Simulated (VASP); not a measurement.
# AlN (P6_3mc) in VASP: a series of runs

AlN is run at these levels: PBE, LDA, r2SCAN; tasks: single point.

Everything below comes from runs of VASP 6.6.1. Logs are shortened: lines on timing, memory, paths and dates and some standing lists are left out, and cuts for length are marked.

### Step 1. The cell of the first run

Symmetry: P6_3mc, No. 186, hexagonal system. The conventional cell has a = 3.111 Å, b = 3.111 Å, c = 5.011 Å, α = 90.00°, β = 90.00°, γ = 120.00°. Al (site symmetry 3m) has 4 N at 1.89 to 1.91 Å within 2.5 Å. Within 2.5 Å of N (site symmetry 3m) lie 4 Al at 1.89 to 1.91 Å.

### Step 2. Single point, PBE

INCAR

```
SYSTEM = AlN
  PREC = Accurate
  ENCUT = 520
  EDIFF = 1E-6
  ISMEAR = 0
  SIGMA = 0.03
  LREAL = .FALSE.
  LASPH = .TRUE.
  NELM = 60
  ALGO = Normal
  ISIF = 2
  LWAVE = .FALSE.
  LCHARG = .TRUE.
  GGA = PE
  LELF = .TRUE.
  LVHAR = .TRUE.
  NBANDS = 16
```

KPOINTS

```
regular mesh
0
G
  8 8 5
  0 0 0
```

POSCAR

```
AlN
1.0
    3.1109999993      0.0000000000      0.0000000000
   -1.5554999997      2.6942050306      0.0000000000
    0.0000000000      0.0000000000      5.0108860000
Al N
2 2
Direct
    0.3333333333      0.6666666667      0.0006317160
    0.6666666667      0.3333333333      0.5006317160
    0.3333333333      0.6666666667      0.3813682840
    0.6666666667      0.3333333333      0.8813682840
```

Potentials or basis: VASP PAW PBE potentials, release 64 (Al, N).

Run with:

```bash
cat potpaw_PBE.64/Al/POTCAR potpaw_PBE.64/N/POTCAR > POTCAR
mpirun -np 1 vasp_std > vasp.out
```

OUTCAR:

```text
SYSTEM = AlN
   PREC = Accurate
   ENCUT = 520
   EDIFF = 1E-6
   ISMEAR = 0
   LREAL = .FALSE.
   LASPH = .TRUE.
   NELM = 60
   ISIF = 2
   GGA = PE

 ion  position               nearest neighbor table
   1  0.333  0.667  0.001-   4 1.89   4 1.89   4 1.89   3 1.91   2 3.08   2 3.08   2 3.08   2 3.08
                             2 3.08   2 3.08
   2  0.667  0.333  0.501-   3 1.89   3 1.89   3 1.89   4 1.91   1 3.08   1 3.08   1 3.08   1 3.08
                             1 3.08   1 3.08
   3  0.333  0.667  0.381-   2 1.89   2 1.89   2 1.89   1 1.91
   4  0.667  0.333  0.881-   1 1.89   1 1.89   1 1.89   2 1.91

  LATTYP: Found a hexagonal cell.
 ALAT       =     3.1109999993
 C/A-ratio  =     1.6106994539

  Lattice vectors:

 A1 = (   3.1109999993,   0.0000000000,   0.0000000000)
 A2 = (  -1.5554999997,   2.6942050306,   0.0000000000)
 A3 = (   0.0000000000,   0.0000000000,   5.0108860000)

Analysis of symmetry for initial positions (statically):
=====================================================================
 Subroutine PRICEL returns:
 Original cell was already a primitive cell.

 Routine SETGRP: Setting up the symmetry group for a
 hexagonal supercell.

 Subroutine GETGRP returns: Found 12 space group operations
 (whereof  6 operations were pure point group operations)
 out of a pool of 24 trial point group operations.

The static configuration has the point symmetry C_3v.
 The point group associated with its full space group is C_6v.

Analysis of symmetry for dynamics (positions and initial velocities):
=====================================================================
 Subroutine PRICEL returns:
 Original cell was already a primitive cell.

 Routine SETGRP: Setting up the symmetry group for a
 hexagonal supercell.

 Subroutine GETGRP returns: Found 12 space group operations
 (whereof  6 operations were pure point group operations)
 out of a pool of 24 trial point group operations.

The dynamic configuration has the point symmetry C_3v.
 The point group associated with its full space group is C_6v.

 Subroutine INISYM returns: Found 12 space group operations
 (whereof  6 operations are pure point group operations),
 and found     1 'primitive' translations

----------------------------------------------------------------------------------------

                                     Primitive cell

  volume of cell :      41.9996

  direct lattice vectors                    reciprocal lattice vectors
     3.110999999  0.000000000  0.000000000     0.321440052  0.185583500  0.000000000
    -1.555500000  2.694205031  0.000000000     0.000000000  0.371167001  0.000000000
     0.000000000  0.000000000  5.010886000     0.000000000  0.000000000  0.199565506
[... 90 lines left out ...]
   EDIFFG = 0.1E-04   stopping-criterion for IOM
   NSW    =      0    number of steps for IOM
   IBRION =     -1    ionic relax: 0-MD 1-quasi-New 2-CG
   NFREE  =      0    steps in history (QN), initial steepest desc. (CG)
   ISIF   =      2    stress and relaxation
   ISYM   =      2    0-nonsym 1-usesym 2-fastsym
   POTIM  = 0.5000    time-step for ionic-motion
   TEBEG  =    0.0;   TEEND  =   0.0 temperature during run
   PSTRESS=    0.0 pullay stress
   NELECT =      16.0000    total number of electrons
   NUPDOWN=      -1.0000    fix difference up-down
   EMIN   =  10.00;   EMAX   =-10.00  energy-range for DOS
   EFERMI =   0.00;   METHOD = LEGACY
   ISMEAR =     0;   SIGMA  =   0.03  broadening in eV -4-tet -1-fermi 0-gaus
   EFERMI_NEDOS =   21; number of points for ismear=-14 and -15
   IALGO  =     38    algorithm
   IMIX   =      4    mixing-type and parameters
     AMIX     =   0.40;   BMIX     =  1.00
     AMIX_MAG =   1.60;   BMIX_MAG =  1.00
  volume/ion in A,a.u.               =      10.50        70.86
  Fermi-wavevector in a.u.,A,eV,Ry     =   1.186770  2.242669 19.162748  1.408422
  Thomas-Fermi vector in A             =   2.322935
   LORBIT       =      0    0 simple, 1 ext, 2 COOP (PROOUT), +10 PAW based schemes
   GGA     = PE    functional components
   LHFCALC =     F    Hartree Fock is set to
   AEXX    =    0.0000 exact exchange contribution
   IVDW    =     0    specifies the selected vdW correction
   LEPSILON=     F    determine dielectric tensor
   LRPA    =     F    only Hartree local field effects (RPA)
 non-spin polarized calculation
 Gauss-broadening in eV      SIGMA  =   0.03
  energy-cutoff  :      520.00
  volume of cell :       42.00
 maximum number of plane-waves:      1144
 NGX is ok and might be reduce to    24
   NGX = 11   NGY = 11   NGZ = 19

 number of electron      15.9999996 magnetization

 Free energy of the ion-electron system (eV)
  ---------------------------------------------------
  ext. energy  EPLUGINS =         0.00000000
  ---------------------------------------------------
  free energy    TOTEN  =       -29.77549434 eV

  energy without entropy =      -29.77549434  energy(sigma->0) =      -29.77549434

 E-fermi :   6.2825     XC(G=0): -10.8866

 val. band max:        6.0664806522   @ k =   0.0000   0.0000   0.0000
 cond. band min:      10.2528655060   @ k =   0.0000   0.0000   0.0000
 fundamental gap:      4.1863848538
 Fermi energy:         6.2824936544

 k-point     1 :       0.0000    0.0000    0.0000
  band No.  band energies     occupation
      1      -9.0539      2.00000
      2      -6.9488      2.00000
      3       0.1106      2.00000
      4       5.2674      2.00000
      5       5.2674      2.00000
      6       5.9001      2.00000
[... 433 lines left out ...]
      3       0.8836      2.00000
      4       1.2744      2.00000
      5       4.0555      2.00000
      6       4.5804      2.00000
[... 8 lines left out ...]
     15      18.6852      0.00000
     16      19.8682      0.00000

 [... further k-points ...]
[... 5 lines left out ...]
  --------------------------------------------------------------------------------------
  -------------------------------------------------------------------------------------
  Total        0.7947525      0.7947525      0.4033596     -0.0000000      0.0000000      0.0000000
  in kB       30.3177735     30.3177735     15.3871360     -0.0000000      0.0000000      0.0000000
  external PRESSURE =      25.3408943 kB  Pullay stress =       0.0000000 kB

 VOLUME and BASIS-vectors are now :
 -----------------------------------------------------------------------------
  energy-cutoff  :      520.00
  volume of cell :       42.00
      direct lattice vectors                 reciprocal lattice vectors
     3.110999999  0.000000000  0.000000000     0.321440052  0.185583500  0.000000000
    -1.555500000  2.694205031  0.000000000     0.000000000  0.371167001  0.000000000
     0.000000000  0.000000000  5.010886000     0.000000000  0.000000000  0.199565506

 POSITION                                       TOTAL-FORCE (eV/Angst)
 -----------------------------------------------------------------------------------
     -0.00000      1.79614      0.00317        -0.000000      0.000000     -0.000040
      1.55550      0.89807      2.50861         0.000000     -0.000000     -0.000040
     -0.00000      1.79614      1.91099         0.000000      0.000000      0.000040
      1.55550      0.89807      4.41644        -0.000000      0.000000      0.000040
 -----------------------------------------------------------------------------------
    total drift:                               -0.000000      0.000000      0.000649

  FREE ENERGIE OF THE ION-ELECTRON SYSTEM (eV)
  ---------------------------------------------------
  free  energy   TOTEN  =       -29.7754943414 eV

  energy  without entropy=      -29.7754943414  energy(sigma->0) =      -29.77549434
```

OSZICAR:

```text
N       E                     dE             d eps       ncg     rms          rms(c)
DAV:   1     0.435428090807E+02    0.43543E+02   -0.73653E+03   960   0.895E+02
DAV:   2    -0.309450695505E+02   -0.74488E+02   -0.67874E+02  1352   0.190E+02
DAV:   3    -0.344825624048E+02   -0.35375E+01   -0.35281E+01  1216   0.429E+01
DAV:   4    -0.345040346139E+02   -0.21472E-01   -0.21471E-01  1208   0.378E+00
DAV:   5    -0.345043187743E+02   -0.28416E-03   -0.28416E-03  1232   0.436E-01    0.122E+01
DAV:   6    -0.297622622636E+02    0.47421E+01   -0.10691E+01  1152   0.237E+01    0.415E+00
DAV:   7    -0.297873067414E+02   -0.25044E-01   -0.67530E-01  1056   0.576E+00    0.294E+00
DAV:   8    -0.297800789970E+02    0.72277E-02   -0.61144E-02  1080   0.227E+00    0.602E-01
DAV:   9    -0.297749483804E+02    0.51306E-02   -0.12373E-02  1280   0.820E-01    0.248E-01
DAV:  10    -0.297755730590E+02   -0.62468E-03   -0.22868E-03  1080   0.301E-01    0.133E-01
DAV:  11    -0.297754914516E+02    0.81607E-04   -0.17488E-04  1152   0.101E-01    0.334E-02
DAV:  12    -0.297754945171E+02   -0.30655E-05   -0.11711E-05  1096   0.274E-02    0.729E-03
DAV:  13    -0.297754943414E+02    0.17576E-06   -0.41641E-06  1136   0.157E-02
   1 F= -.29775494E+02 E0= -.29775494E+02  d E =-.161013E-26
```

It took 7 s on 1 thread of Intel Xeon 6975P-C (Granite Rapids), shared host; peak memory 0.15 GiB.

What came out:

```
Free energy            : -29.7755 eV
Pressure               : 2.5 GPa
Band gap on the k mesh : 4.19 eV, direct
```

Levels at points of the mesh, in eV from the valence-band top:
| k point | band 5 | band 6 | band 7 | band 8 | band 9 | band 10 | band 11 | band 12 |
| --- | --- | --- | --- | --- | --- | --- | --- | --- |
| (0.00, 0.00, 0.00) | -0.80 | -0.17 | -0.17 | 0.00 | 4.19 | 6.70 | 10.56 | 11.20 |
| (0.50, 0.00, 0.00) | -3.30 | -2.02 | -1.74 | -0.66 | 5.78 | 5.86 | 8.17 | 10.26 |

### Step 3. Single point, LDA

INCAR

```
SYSTEM = AlN
PREC = Accurate
ENCUT = 520
EDIFF = 1E-7
ISMEAR = 0
SIGMA = 0.05
LREAL = .FALSE.
LASPH = .TRUE.
NELM = 100
ALGO = Normal
ISIF = 2
LWAVE = .FALSE.
LCHARG = .FALSE.
NBANDS = 16
```

KPOINTS is that of step 2.

POSCAR

```
AlN
1.0
    3.1109999993      0.0000000000      0.0000000000
   -1.5554999997      2.6942050306      0.0000000000
    0.0000000000      0.0000000000      5.0108860000
Al N
2 2
Direct
    0.3333333333      0.6666666667      0.0006674939
    0.6666666667      0.3333333333      0.5006674939
    0.3333333333      0.6666666667      0.3813325061
    0.6666666667      0.3333333333      0.8813325061
```

Potentials or basis: VASP PAW LDA potentials, release 64 (Al, N).

Run with:

```bash
cat potpaw_LDA.64/Al/POTCAR potpaw_LDA.64/N/POTCAR > POTCAR
mpirun -np 1 vasp_std > vasp.out
```

It took 5.8 s on 1 thread of Intel Xeon 6975P-C (Granite Rapids), shared host; peak memory 0.14 GiB.

The run converged. Its results:

* Free energy: -32.8248 eV
* Pressure: -5.0 GPa
* Band gap on the k mesh: 4.21 eV, direct

Stress tensor (GPa, compression positive):
```
-4.53  0.00  0.00
 0.00 -4.53  0.00
 0.00  0.00 -5.84
```

Levels at points of the mesh, in eV from the valence-band top:
| k point | band 4 | band 5 | band 6 | band 7 | band 8 | band 9 | band 10 | band 11 | band 12 | band 13 |
| --- | --- | --- | --- | --- | --- | --- | --- | --- | --- | --- |
| (0.00, 0.00, 0.00) | -0.80 | -0.80 | -0.16 | -0.16 | 0.00 | 4.21 | 6.59 | 10.43 | 11.00 | 11.00 |
| (0.50, 0.00, 0.00) | -4.17 | -3.33 | -2.04 | -1.77 | -0.66 | 5.66 | 5.70 | 8.07 | 10.13 | 10.75 |

### Step 4. Single point, LDA

INCAR

```
ALGO = Normal
EDIFF = 1E-6
ENCUT = 520
ISIF = 2
ISMEAR = 0
LASPH = T
LCHARG = T
LELF = T
LREAL = F
LVHAR = T
LWAVE = F
NBANDS = 16
NELM = 100
PREC = Accurate
SIGMA = 0.03
```

KPOINTS

```
k-points
0
Gamma
  8 8 5
```

POSCAR is that of step 3.

Run with:

```bash
cat potpaw_LDA.64/Al/POTCAR potpaw_LDA.64/N/POTCAR > POTCAR
mpirun -np 1 vasp_std > vasp.out
```

Run time: 5.6 s. Hardware: 1 thread of Intel Xeon 6975P-C (Granite Rapids), shared host; peak memory 0.14 GiB.

The run converged. Its results:

```yaml
Free_energy: -32.8248 eV
Pressure: -5.0 GPa
Band_gap_on_the_k_mesh: 4.21 eV, direct
```

Stress tensor (GPa, compression positive):
```
-4.56  0.00  0.00
 0.00 -4.56  0.00
 0.00  0.00 -5.87
```

Levels at points of the mesh, in eV from the valence-band top:
```tsv
k point	band 5	band 6	band 7	band 8	band 9	band 10	band 11	band 12
(0.00, 0.00, 0.00)	-0.80	-0.16	-0.16	0.00	4.21	6.59	10.43	11.00
(0.50, 0.00, 0.00)	-3.33	-2.04	-1.77	-0.66	5.66	5.70	8.07	10.13
```

A hybrid or GW would open this gap; LDA tends to underestimate it.

### Step 5. Single point, r2SCAN

POSCAR

```
AlN
1.0
    3.1109999993      0.0000000000      0.0000000000
   -1.5554999997      2.6942050306      0.0000000000
    0.0000000000      0.0000000000      5.0108860000
Al N
2 2
Direct
    0.3333333333      0.6666666667      0.0006649404
    0.6666666667      0.3333333333      0.5006649404
    0.3333333333      0.6666666667      0.3813350596
    0.6666666667      0.3333333333      0.8813350596
```

INCAR.step1

```
SYSTEM = AlN
PREC = Accurate
ENCUT = 520
ISMEAR = 0
SIGMA = 0.05
LREAL = .FALSE.
LASPH = .TRUE.
NELM = 60
NBANDS = 16
GGA = PE
ALGO = Normal
EDIFF = 1E-4
LWAVE = .TRUE.
LCHARG = .FALSE.
```

INCAR.step2

```
SYSTEM = AlN
PREC = Accurate
ENCUT = 520
EDIFF = 1E-7
ISMEAR = 0
SIGMA = 0.05
LREAL = .FALSE.
LASPH = .TRUE.
NELM = 60
ALGO = Normal
ISIF = 2
LWAVE = .FALSE.
LCHARG = .TRUE.
METAGGA = R2SCAN
LMIXTAU = .TRUE.
LELF = .TRUE.
LVHAR = .TRUE.
NBANDS = 16
ISTART = 1
```

KPOINTS

```
regular mesh
0
G
  8 8 5
  0 0 0
```

Potentials or basis: VASP PAW PBE potentials, release 64 (Al, N).

Run with:

```bash
cat potpaw_PBE.64/Al/POTCAR potpaw_PBE.64/N/POTCAR > POTCAR
cp INCAR.step1 INCAR
mpirun -np 1 vasp_std > vasp.out
cp INCAR.step2 INCAR
mpirun -np 1 vasp_std > vasp.out
```

Run time: 28 s. Hardware: 1 thread of Intel Xeon 6975P-C (Granite Rapids), shared host; peak memory 0.16 GiB.

Results (log left out):

```
Free energy            : -38.4529 eV
Pressure               : -2.2 GPa
Band gap on the k mesh : 4.86 eV, direct
```

Stress tensor (GPa, compression positive):
```
-1.79  0.00  0.00
 0.00 -1.79  0.00
 0.00  0.00 -3.15
```

Levels at points of the mesh, in eV from the valence-band top:
| k point | band 6 | band 7 | band 8 | band 9 | band 10 | band 11 |
| --- | --- | --- | --- | --- | --- | --- |
| (0.00, 0.00, 0.00) | -0.18 | -0.18 | 0.00 | 4.86 | 7.54 | 11.53 |
| (0.50, 0.00, 0.00) | -2.07 | -1.73 | -0.67 | 6.42 | 6.58 | 9.00 |

Caveat: the PAW data sets were made with another functional, which shifts forces and pressure a little. r2SCAN opens gaps a little over a GGA but as a rule still falls short of measured ones.

(Continued in part 2 of 2.)
